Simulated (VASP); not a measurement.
# GaSb (F-43m) in VASP: a series of runs, part 2 of 2

VASP 6.6.1.

**3. Vibrations by perturbation theory, PBEsol**

This run uses another cell than the first one, of 30.60 Å³/atom.

File INCAR:

```
SYSTEM = GaSb
  ALGO = Normal
  EDIFF = 1E-8
  ENCUT = 520
  GGA = PS
  IBRION = 8
  ISIF = 2
  ISMEAR = -1
  LASPH = .TRUE.
  LCHARG = .FALSE.
  LREAL = .FALSE.
  LWAVE = .FALSE.
  NBANDS = 16
  NELM = 60
  NSW = 1
  PREC = Accurate
  SIGMA = 0.15
```

File KPOINTS:

```
k-points
0
G
  12 12 12
  0 0 0
```

File POSCAR:

```
GaSb
1.0
    0.0000000000      3.1277262593      3.1277262593
    3.1277262593      0.0000000000      3.1277262593
    3.1277262593      3.1277262593      0.0000000000
Ga Sb
1 1
Direct
    0.0000000000      0.0000000000      0.0000000000
    0.7500000000      0.7500000000      0.7500000000
```

Potentials or basis: VASP PAW PBE potentials, release 64 (Ga_d, Sb).

Run with:

```sh
$ cat potpaw_PBE.64/Ga_d/POTCAR potpaw_PBE.64/Sb/POTCAR > POTCAR
$ mpirun -np 1 vasp_std > vasp.out
```

OUTCAR:

```text
SYSTEM = GaSb
   EDIFF = 1E-8
   ENCUT = 520
   GGA = PS
   IBRION = 8
   ISIF = 2
   ISMEAR = -1
   LASPH = .TRUE.
   LREAL = .FALSE.
   NELM = 60
   NSW = 1
   PREC = Accurate

 ion  position               nearest neighbor table
   1  0.000  0.000  0.000-   2 2.71   2 2.71   2 2.71   2 2.71
   2  0.750  0.750  0.750-   1 2.71   1 2.71   1 2.71   1 2.71

  LATTYP: Found a face centered cubic cell.
 ALAT       =     6.2554525186

  Lattice vectors:

 A1 = (   0.0000000000,   3.1277262593,   3.1277262593)
 A2 = (   3.1277262593,   0.0000000000,   3.1277262593)
 A3 = (   3.1277262593,   3.1277262593,   0.0000000000)

Analysis of symmetry for initial positions (statically):
=====================================================================
 Subroutine PRICEL returns:
 Original cell was already a primitive cell.

 Routine SETGRP: Setting up the symmetry group for a
 face centered cubic supercell.

 Subroutine GETGRP returns: Found 24 space group operations
 (whereof 24 operations were pure point group operations)
 out of a pool of 48 trial point group operations.

The static configuration has the point symmetry T_d .

Analysis of symmetry for dynamics (positions and initial velocities):
=====================================================================
 Subroutine PRICEL returns:
 Original cell was already a primitive cell.

 Routine SETGRP: Setting up the symmetry group for a
 face centered cubic supercell.

 Subroutine GETGRP returns: Found 24 space group operations
[... 640 lines left out ...]
      4.69159      4.69159      4.69159         0.000000     -0.000000     -0.000000
 -----------------------------------------------------------------------------------
    total drift:                               -0.000000     -0.000000     -0.000000

  FREE ENERGIE OF THE ION-ELECTRON SYSTEM (eV)
  ---------------------------------------------------
  free  energy   TOTEN  =        -8.1181303029 eV

  energy  without entropy=       -8.1090075849  energy(sigma->0) =       -8.11356894

[... ionic steps 2 to 3 ...]

--------------------------------------- Ionic step        4  -------------------------------------------

------------------------ aborting loop because EDIFF is reached ----------------------------------------

[... ionic steps 5 to 6 ...]

--------------------------------------- Ionic step        7  -------------------------------------------

 Free energy of the ion-electron system (eV)
  ---------------------------------------------------
  ---------------------------------------------------
  free energy    TOTEN  =        -0.02579971 eV

  energy without entropy =       -0.02579971

------------------------ aborting loop because EDIFF is reached ----------------------------------------

 INTERNAL STRAIN TENSOR  FOR ION    2  DIRECTION 1   (eV/Angst):
 -----------------------------------------------------------------------------
    -0.00164  0.00000  0.00000
     0.00000  0.00301  4.82065
     0.00000  4.82065  0.00301

 INTERNAL STRAIN TENSOR FOR ION    2 for displacements in x,y,z  (eV/Angst):
          X           Y           Z          XY          YZ          ZX
  --------------------------------------------------------------------------------
  x    -0.00000     0.00000     0.00000     0.00000     4.82065     0.00000
  y     0.00000    -0.00000     0.00000     0.00000     0.00000     4.82065
  z     0.00000     0.00000    -0.00000     4.82065     0.00000     0.00000

 SECOND DERIVATIVES (NOT SYMMETRIZED)
 ------------------------------------
               1X          1Y          1Z          2X          2Y          2Z
  1X    -6.453838    0.000000    0.000000    6.453838    0.000000    0.000000
  1Y     0.000000   -6.453838    0.000000    0.000000    6.453838    0.000000
  1Z     0.000000    0.000000   -6.453838    0.000000    0.000000    6.453838
  2X     6.471503    0.000000    0.000000   -6.471503    0.000000    0.000000
  2Y     0.000000    6.471503    0.000000    0.000000   -6.471503    0.000000
  2Z     0.000000    0.000000    6.471503    0.000000    0.000000   -6.471503

 Eigenvectors and eigenvalues of the dynamical matrix
 ----------------------------------------------------

   1 f  =    5.967706 THz    37.496202 2PiTHz  199.061244 cm-1    24.680438 meV
             X         Y         Z           dx          dy          dz
      0.000000  0.000000  0.000000    -0.797011    0.000000    0.000000
      4.691589  4.691589  4.691589     0.603965    0.000000    0.000000
[... 21 lines left out ...]
   6 f/i=    0.003926 THz     0.024668 2PiTHz    0.130959 cm-1     0.016237 meV
             X         Y         Z           dx          dy          dz
      0.000000  0.000000  0.000000     0.000000    0.000000   -0.603965
      4.691589  4.691589  4.691589     0.000000    0.000000   -0.797011

--------------------------------------------------------------------------------------------------------

 ELASTIC MODULI CONTR FROM IONIC RELAXATION (kBar)
 Direction    XX          YY          ZZ          XY          YZ          ZX
 --------------------------------------------------------------------------------
 XX          -0.0000     -0.0000     -0.0000     -0.0000      0.0000     -0.0000
 YY          -0.0000     -0.0000     -0.0000     -0.0000     -0.0000      0.0000
 ZZ          -0.0000     -0.0000     -0.0000      0.0000     -0.0000     -0.0000
 XY          -0.0000     -0.0000      0.0000    -96.2810      0.0000      0.0000
 YZ           0.0000     -0.0000     -0.0000      0.0000    -96.2810      0.0000
 ZX          -0.0000      0.0000     -0.0000      0.0000      0.0000    -96.2810
 --------------------------------------------------------------------------------
```

OSZICAR:

```text
N       E                     dE             d eps       ncg     rms          rms(c)
DAV:   1     0.825942502386E+02    0.82594E+02   -0.85320E+03  2344   0.135E+03
DAV:   2    -0.173292506895E+01   -0.84327E+02   -0.81250E+02  2752   0.296E+02
[... 46 lines left out ...]
RMM:   6    -0.258012283902E-01    0.60606E-05   -0.66572E-07 17870   0.438E-03    0.574E-04
RMM:   7    -0.258001817817E-01    0.10466E-05   -0.64137E-08 19020   0.132E-03    0.204E-04
RMM:   8    -0.257996378311E-01    0.54395E-06   -0.31282E-08 18058   0.448E-04    0.434E-05
RMM:   9    -0.257996842305E-01   -0.46399E-07   -0.46188E-09 18727   0.164E-04    0.131E-05
RMM:  10    -0.257997155120E-01   -0.31281E-07   -0.11598E-09 18277   0.649E-05    0.333E-06
RMM:  11    -0.257997137955E-01    0.17164E-08   -0.11269E-10 18550   0.226E-05    0.359E-06
 Linear response finished
```

Run time: 27 min. Hardware: 1 thread of Intel Xeon 8259CL, shared host; peak memory 0.71 GiB.

What came out:

```yaml
Highest_phonon_frequency_at_Γ_LO-TO_splitting_left_out: 199 cm⁻¹
```

Phonon frequencies in cm⁻¹ (negative: imaginary):
```
              q point        frequencies
(0.000, 0.000, 0.000)  0 0 0 199 199 199
```

Caveat: the cell stands under pressure or tension, which shifts response properties; the PAW data sets were made with another functional, which shifts forces and pressure a little; spin-orbit coupling is left out, which moves the levels of the heavy elements.
